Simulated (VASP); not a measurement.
Pt:

```
Pt
1.0
     0.00000    2.88776    2.88776
     2.88776    0.00000    2.88776
     2.88776    2.88776    0.00000
Pt
2
Cartesian
  -0.7219 -0.7219 -0.7219
  0.7219 0.7219 0.7219
```

Base run:

```yaml
Program: VASP 6.6.1
Functional: PBE
Potentials_or_basis: VASP PAW PBE potentials, release 64 (Pt)
Cutoff: 520 eV
k_mesh: 14 × 14 × 14
Occupations: fermi-dirac, width 0.05 eV
Spin: no spin polarisation
```

Its results: band gap on the k mesh zero (band 10 reaches 5.22 eV, above the bottom of band 11 at 4.62 eV); pressure -0.4 GPa.

Question: The run is repeated on the same cell with these changes: further incar settings from ALGO = Normal; EDIFF = 1e-07; NBANDS = 17 to ALGO = Normal; EDIFF = 1e-06; NBANDS = 17; dispersion from none to D3(BJ). What comes out?

Answer: Band gap on the k mesh zero (band 10 reaches 5.22 eV, above the bottom of band 11 at 4.62 eV); pressure -4.0 GPa.

Caveats: spin-orbit coupling is left out, which moves the levels of the heavy elements; three body term missing (some runs); pairwise dispersion overbinds metals, which lowers pressure and volume (some runs).
